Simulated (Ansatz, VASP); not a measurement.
Two plane-wave programs on WSe2

The input INCAR:

```
SYSTEM = WSe2
PREC = Accurate ; ENCUT = 520
EDIFF = 1E-6 ; ISMEAR = 0
SIGMA = 0.05 ; LREAL = .FALSE.
LASPH = .TRUE. ; NELM = 100
ALGO = Normal ; ISIF = 2
LWAVE = .FALSE. ; LCHARG = .TRUE.
GGA = PS ; LELF = .TRUE.
LVHAR = .TRUE. ; NBANDS = 20
```

KPOINTS

```
regular mesh
0
G
  12 12 2
  0 0 0
```

POSCAR

```
WSe2
1.0
    3.3179375931      0.0000000000      0.0000000000
   -1.6589687966      2.8734182438      0.0000000000
    0.0000000000      0.0000000000     16.6581424200
W Se
1 2
Direct
    0.0000000000      0.0000000000      0.0000000000
    0.3130667796      0.7220359211      0.0997865200
    0.3130667796      0.7220359211      0.9002134800
```

Input for Ansatz:

```yaml
crystal:
  lattice:
    - [3.3179375931, 0.0, 0.0]
    - [-1.6589687966, 2.8734182438, 0.0]
    - [0.0, 0.0, 16.65814242]
  atoms:
    - { symbol: W, position: [0.0, 0.0, 0.0] }
    - { symbol: Se, position: [0.3130667796, 0.7220359211, 0.09978652] }
    - { symbol: Se, position: [0.3130667796, 0.7220359211, 0.90021348] }
basis:
  ecutwfc: 420
kpoints:
  mp_grid: { grid: [12, 12, 2] }
hamiltonian:
  xc: pbesol
scf:
  occupations: { method: gaussian, width: 0.05 }
output:
  forces: true
  stress: true
  eigenvalues: true
```

Change from the starting cell: all Se atoms moved -0.225 Å, as atom 2 along Cartesian [1 -1 0].

Alike in both runs: task single point; functional PBEsol; k mesh 12 × 12 × 2; occupations gaussian, width 0.05 eV; no spin polarisation.

|  | VASP | Ansatz |
| --- | --- | --- |
| version | VASP 6.6.1 | Ansatz 0.2.0 |
| potentials or method | VASP PAW PBE potentials, release 64 (W_sv, Se), cutoff 520 eV | scalar-relativistic, plane waves, PAW |
| valence electrons in the cell | 26 | 46 |

Ansatz gave:

- gap on the k mesh at the Fermi level (eV): 1.42
- least direct gap on the mesh (eV): 1.47
- rms of the force components (eV/Å): 1.715

Q: What did VASP give for the same quantities?

A: gap on the k mesh at the Fermi level (eV): 1.42; least direct gap on the mesh (eV): 1.46; rms of the force components (eV/Å): 1.728.

VASP's potentials were made for PBE, not for PBEsol. Atom by atom the forces differ by 0.030 eV/Å (rms over components). The functional is the same, so the differences come from potentials, cutoffs and numerics. VASP's potentials hold 26 valence electrons a cell and Ansatz's 46, so a difference there can come from the potentials and not from the codes.

Neither program's run includes spin-orbit coupling.
